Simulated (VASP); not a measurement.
# SrOs (Pm-3m) in VASP: settings compared

SrOs is run at these levels: PBE, PBEsol, LDA; tasks: single point.

Program: VASP 6.6.1. These are calculated values, not measurements. Logs are shortened: lines on timing, memory, paths and dates and some standing lists are left out, and cuts for length are marked.

**1. The cell of the first run**

Symmetry: Pm-3m, No. 221, cubic system. The conventional cell has a = 3.576 Å, b = 3.576 Å, c = 3.576 Å, α = 90.00°, β = 90.00°, γ = 90.00°. Sr (site symmetry m-3m) has 8 Os at 3.10 Å and 6 Sr at 3.58 Å within 4.1 Å. Within 4.1 Å of Os (site symmetry m-3m) lie 8 Sr at 3.10 Å and 6 Os at 3.58 Å.

**2. Single point, PBE (22.87 Å³/atom)**

Input file INCAR:

```
SYSTEM = SrOs
PREC = Accurate
ENCUT = 520
EDIFF = 1E-6
ISMEAR = 0
SIGMA = 0.05
LREAL = .FALSE.
LASPH = .TRUE.
NELM = 60
ALGO = Normal
ISIF = 2
LWAVE = .FALSE.
LCHARG = .TRUE.
GGA = PE
LELF = .TRUE.
LVHAR = .TRUE.
NBANDS = 16
```

Input file KPOINTS:

```
regular mesh
0
G
  10 10 10
  0 0 0
```

Input file POSCAR:

```
SrOs
1.0
    3.5762029497      0.0000000000      0.0000000000
    0.0000000000      3.5762029497      0.0000000000
    0.0000000000      0.0000000000      3.5762029497
Sr Os
1 1
Direct
    0.0000000000      0.0000000000      0.0000000000
    0.5000000000      0.5000000000      0.5000000000
```

Potentials or basis: VASP PAW PBE potentials, release 64 (Sr_sv, Os).

Launch:

```console
> cat potpaw_PBE.64/Sr_sv/POTCAR potpaw_PBE.64/Os/POTCAR > POTCAR
> mpirun -np 1 vasp_std > vasp.out
```

OUTCAR:

```text
SYSTEM = SrOs
   PREC = Accurate
   ENCUT = 520
   EDIFF = 1E-6
   ISMEAR = 0
   LREAL = .FALSE.
   LASPH = .TRUE.
   NELM = 60
   ISIF = 2
   GGA = PE

 ion  position               nearest neighbor table
   1  0.000  0.000  0.000-   2 3.10   2 3.10   2 3.10   2 3.10   2 3.10   2 3.10   2 3.10   2 3.10

   2  0.500  0.500  0.500-   1 3.10   1 3.10   1 3.10   1 3.10   1 3.10   1 3.10   1 3.10   1 3.10

  LATTYP: Found a simple cubic cell.
 ALAT       =     3.5762029497

  Lattice vectors:

 A1 = (   3.5762029497,   0.0000000000,   0.0000000000)
 A2 = (   0.0000000000,   3.5762029497,   0.0000000000)
 A3 = (   0.0000000000,   0.0000000000,   3.5762029497)

Analysis of symmetry for initial positions (statically):
=====================================================================
 Subroutine PRICEL returns:
 Original cell was already a primitive cell.

 Routine SETGRP: Setting up the symmetry group for a
 simple cubic supercell.

 Subroutine GETGRP returns: Found 48 space group operations
 (whereof 48 operations were pure point group operations)
 out of a pool of 48 trial point group operations.

The static configuration has the point symmetry O_h .

Analysis of symmetry for dynamics (positions and initial velocities):
=====================================================================
 Subroutine PRICEL returns:
 Original cell was already a primitive cell.

 Routine SETGRP: Setting up the symmetry group for a
 simple cubic supercell.

 Subroutine GETGRP returns: Found 48 space group operations
 (whereof 48 operations were pure point group operations)
 out of a pool of 48 trial point group operations.

The dynamic configuration has the point symmetry O_h .

 Subroutine INISYM returns: Found 48 space group operations
 (whereof 48 operations are pure point group operations),
 and found     1 'primitive' translations

----------------------------------------------------------------------------------------

                                     Primitive cell

  volume of cell :      45.7369

  direct lattice vectors                    reciprocal lattice vectors
     3.576202950  0.000000000  0.000000000     0.279626188  0.000000000  0.000000000
     0.000000000  3.576202950  0.000000000     0.000000000  0.279626188  0.000000000
     0.000000000  0.000000000  3.576202950     0.000000000  0.000000000  0.279626188

  length of vectors
     3.576202950  3.576202950  3.576202950     0.279626188  0.279626188  0.279626188

  position of ions in fractional coordinates (direct lattice)
     0.000000000  0.000000000  0.000000000
     0.500000000  0.500000000  0.500000000

  ion indices of the primitive-cell ions
   primitive index   ion index
                 1           1
                 2           2

----------------------------------------------------------------------------------------

 KPOINTS: regular mesh

Automatic generation of k-mesh.
 Grid dimensions read from file:
 generate k-points for:   10   10   10

 Generating k-lattice:

  Cartesian coordinates                     Fractional coordinates (reciprocal lattice)
     0.027962619  0.000000000  0.000000000     0.100000000  0.000000000  0.000000000
     0.000000000  0.027962619  0.000000000     0.000000000  0.100000000  0.000000000
     0.000000000  0.000000000  0.027962619     0.000000000  0.000000000  0.100000000

  Length of vectors
     0.027962619  0.027962619  0.027962619

  Shift w.r.t. Gamma in fractional coordinates (k-lattice)
     0.000000000  0.000000000  0.000000000

 Subroutine IBZKPT returns following result:
 ===========================================

 Found     56 irreducible k-points:

 Following reciprocal coordinates:
            Coordinates               Weight
  0.000000  0.000000  0.000000      1.000000
  0.100000  0.000000  0.000000      6.000000
  0.200000  0.000000  0.000000      6.000000
  0.300000  0.000000  0.000000      6.000000
  0.400000  0.000000  0.000000      6.000000
  0.500000  0.000000  0.000000      3.000000
[... 16 lines left out ...]
  0.200000  0.100000  0.100000     24.000000
  0.300000  0.100000  0.100000     24.000000
 [... further k-points ...]
   k-points           NKPTS =     56   k-points in BZ     NKDIM =     56   number of bands    NBANDS=     16
   number of dos      NEDOS =    301   number of ions     NIONS =      2
   total plane-waves  NPLWV =  21952
   dimension x,y,z NGX =    28 NGY =   28 NGZ =   28
   dimension x,y,z NGXF=    56 NGYF=   56 NGZF=   56
   ions per type =               1   1
   NGX,Y,Z   is equivalent  to a cutoff of  13.02, 13.02, 13.02 a.u.
   NGXF,Y,Z  is equivalent  to a cutoff of  26.03, 26.03, 26.03 a.u.
 SYSTEM =  SrOs
   PREC   = accura    normal or accurate (medium, high low for compatibility)
   ISTART =      0    job   : 0-new  1-cont  2-samecut
   ICHARG =      2    charge: 1-file 2-atom 10-const
   ISPIN  =      1    spin polarized calculation?
   LNONCOLLINEAR =      F non collinear calculations
   LSORBIT =      F    spin-orbit coupling
   LASPH  =      T    aspherical Exc in radial PAW
   ENCUT  =  520.0 eV  38.22 Ry    6.18 a.u.   6.65  6.65  6.65*2*pi/ulx,y,z
   NELM   =     60;   NELMIN=  2; NELMDL= -5     # of ELM steps
   EDIFF  = 0.1E-05   stopping-criterion for ELM
   LREAL  =      F    real-space projection
   EDIFFG = 0.1E-04   stopping-criterion for IOM
   NSW    =      0    number of steps for IOM
   IBRION =     -1    ionic relax: 0-MD 1-quasi-New 2-CG
   NFREE  =      0    steps in history (QN), initial steepest desc. (CG)
   ISIF   =      2    stress and relaxation
   ISYM   =      2    0-nonsym 1-usesym 2-fastsym
   POTIM  = 0.5000    time-step for ionic-motion
   TEBEG  =    0.0;   TEEND  =   0.0 temperature during run
   PSTRESS=    0.0 pullay stress
   NELECT =      18.0000    total number of electrons
   NUPDOWN=      -1.0000    fix difference up-down
   EMIN   =  10.00;   EMAX   =-10.00  energy-range for DOS
   EFERMI =   0.00;   METHOD = LEGACY
   ISMEAR =     0;   SIGMA  =   0.05  broadening in eV -4-tet -1-fermi 0-gaus
   EFERMI_NEDOS =   21; number of points for ismear=-14 and -15
   IALGO  =     38    algorithm
   IMIX   =      4    mixing-type and parameters
     AMIX     =   0.40;   BMIX     =  1.00
     AMIX_MAG =   1.60;   BMIX_MAG =  1.00
  volume/ion in A,a.u.               =      22.87       154.32
  Fermi-wavevector in a.u.,A,eV,Ry     =   1.199712  2.267126 19.582972  1.439308
  Thomas-Fermi vector in A             =   2.335567
   LORBIT       =      0    0 simple, 1 ext, 2 COOP (PROOUT), +10 PAW based schemes
   GGA     = PE    functional components
   LHFCALC =     F    Hartree Fock is set to
   AEXX    =    0.0000 exact exchange contribution
   IVDW    =     0    specifies the selected vdW correction
   LEPSILON=     F    determine dielectric tensor
   LRPA    =     F    only Hartree local field effects (RPA)
 non-spin polarized calculation
 Gauss-broadening in eV      SIGMA  =   0.05
  energy-cutoff  :      520.00
  volume of cell :       45.74
 maximum number of plane-waves:      1248
 NGX is ok and might be reduce to    28
   NGX = 13   NGY = 13   NGZ = 13

 number of electron      17.9999999 magnetization

 Free energy of the ion-electron system (eV)
  ---------------------------------------------------
  ext. energy  EPLUGINS =         0.00000000
  ---------------------------------------------------
  free energy    TOTEN  =       -10.18608943 eV

  energy without entropy =      -10.18142385  energy(sigma->0) =      -10.18375664

 E-fermi :   3.7922     XC(G=0): -10.8667

 val. band max:        3.7851024731   @ k =   0.4000   0.4000   0.4000
 cond. band min:       3.7931017748   @ k =   0.1000   0.0000   0.0000
 fundamental gap:      0.0079993017
 Fermi energy:         3.7921631342

 k-point     1 :       0.0000    0.0000    0.0000
  band No.  band energies     occupation
      1     -29.7742      2.00000
      2     -11.6627      2.00000
      3     -11.6627      2.00000
      4     -11.6627      2.00000
      5      -1.3123      2.00000
      6       1.3734      2.00000
[... 8 lines left out ...]
     15      12.3015      0.00000
     16      12.8200      0.00000

 k-point     2 :       0.1000    0.0000    0.0000
  band No.  band energies     occupation
      1     -29.7687      2.00000
      2     -11.7412      2.00000
      3     -11.6594      2.00000
      4     -11.6594      2.00000
      5      -1.1161      2.00000
      6       1.4343      2.00000
[... 8 lines left out ...]
     15      11.8055      0.00000
     16      12.7128      0.00000

 k-point     3 :       0.2000    0.0000    0.0000
  band No.  band energies     occupation
      1     -29.7544      2.00000
      2     -11.9390      2.00000
      3     -11.6510      2.00000
      4     -11.6510      2.00000
      5      -0.5636      2.00000
      6       1.6049      2.00000
[... 8 lines left out ...]
     15      11.2724      0.00000
     16      12.4385      0.00000

 k-point     4 :       0.3000    0.0000    0.0000
  band No.  band energies     occupation
      1     -29.7366      2.00000
      2     -12.1699      2.00000
      3     -11.6404      2.00000
      4     -11.6404      2.00000
      5       0.2431      2.00000
      6       1.8435      2.00000
[... 8 lines left out ...]
     15      11.7365      0.00000
     16      12.1097      0.00000
[... 324 lines left out ...]
 k-point    22 :       0.1000    0.1000    0.1000
  band No.  band energies     occupation
      1     -29.7581      2.00000
      2     -11.7584      2.00000
      3     -11.7170      2.00000
      4     -11.7170      2.00000
      5      -0.7512      2.00000
      6       1.6521      2.00000
[... 8 lines left out ...]
     15      11.0576      0.00000
     16      14.0831      0.00000

 k-point    23 :       0.2000    0.1000    0.1000
  band No.  band energies     occupation
      1     -29.7443      2.00000
      2     -11.9253      2.00000
      3     -11.7212      2.00000
      4     -11.7080      2.00000
      5      -0.2524      2.00000
      6       1.7943      2.00000
[... 8 lines left out ...]
     15      11.2611      0.00000
     16      13.3421      0.00000

 k-point    24 :       0.3000    0.1000    0.1000
  band No.  band energies     occupation
      1     -29.7271      2.00000
      2     -12.1450      2.00000
      3     -11.7009      2.00000
      4     -11.6969      2.00000
      5       0.4590      2.00000
      6       1.9889      2.00000
[... 8 lines left out ...]
     15      11.5677      0.00000
     16      12.8472      0.00000

 [... further k-points ...]

------------------------ aborting loop because EDIFF is reached ----------------------------------------

  FORCE on cell =-STRESS in cart. coord.  units (eV):
  Direction    XX          YY          ZZ          XY          YZ          ZX
  --------------------------------------------------------------------------------------
  -------------------------------------------------------------------------------------
  Total        0.4860076      0.4860076      0.4860076      0.0000000      0.0000000      0.0000000
  in kB       17.0250008     17.0250008     17.0250008      0.0000000      0.0000000      0.0000000
  external PRESSURE =      17.0250008 kB  Pullay stress =       0.0000000 kB

 VOLUME and BASIS-vectors are now :
 -----------------------------------------------------------------------------
  energy-cutoff  :      520.00
  volume of cell :       45.74
      direct lattice vectors                 reciprocal lattice vectors
     3.576202950  0.000000000  0.000000000     0.279626188  0.000000000  0.000000000
     0.000000000  3.576202950  0.000000000     0.000000000  0.279626188  0.000000000
     0.000000000  0.000000000  3.576202950     0.000000000  0.000000000  0.279626188

 POSITION                                       TOTAL-FORCE (eV/Angst)
 -----------------------------------------------------------------------------------
      0.00000      0.00000      0.00000         0.000000      0.000000      0.000000
      1.78810      1.78810      1.78810         0.000000      0.000000      0.000000
 -----------------------------------------------------------------------------------
    total drift:                                0.000000      0.000000      0.000000

  FREE ENERGIE OF THE ION-ELECTRON SYSTEM (eV)
  ---------------------------------------------------
  free  energy   TOTEN  =       -10.1860894253 eV

  energy  without entropy=      -10.1814238487  energy(sigma->0) =      -10.18375664
```

It took 62 s on 1 thread of Intel Xeon 8259CL, shared host; peak memory 0.19 GiB.

What came out:

* Free energy: -10.1861 eV
* Pressure: 1.7 GPa
* Band gap on the k mesh: zero (bands 9 and 10 overlap by 1.66 eV)

Levels at points of the mesh, in eV from the Fermi level:
```tsv
k point	band 7	band 8	band 9	band 10	band 11	band 12
(0.00, 0.00, 0.00)	-2.42	-0.03	-0.03	-0.03	4.94	4.94
(0.50, 0.00, 0.00)	-0.76	-0.22	-0.22	0.28	1.36	2.95
(0.50, 0.50, 0.00)	-1.02	-1.02	1.01	1.33	2.94	2.94
(0.50, 0.50, 0.50)	-0.78	0.67	0.67	0.67	1.07	1.07
```

Caveat: spin-orbit coupling is left out, which moves the levels of the heavy elements.

(Part 1 of 2 ends here.)
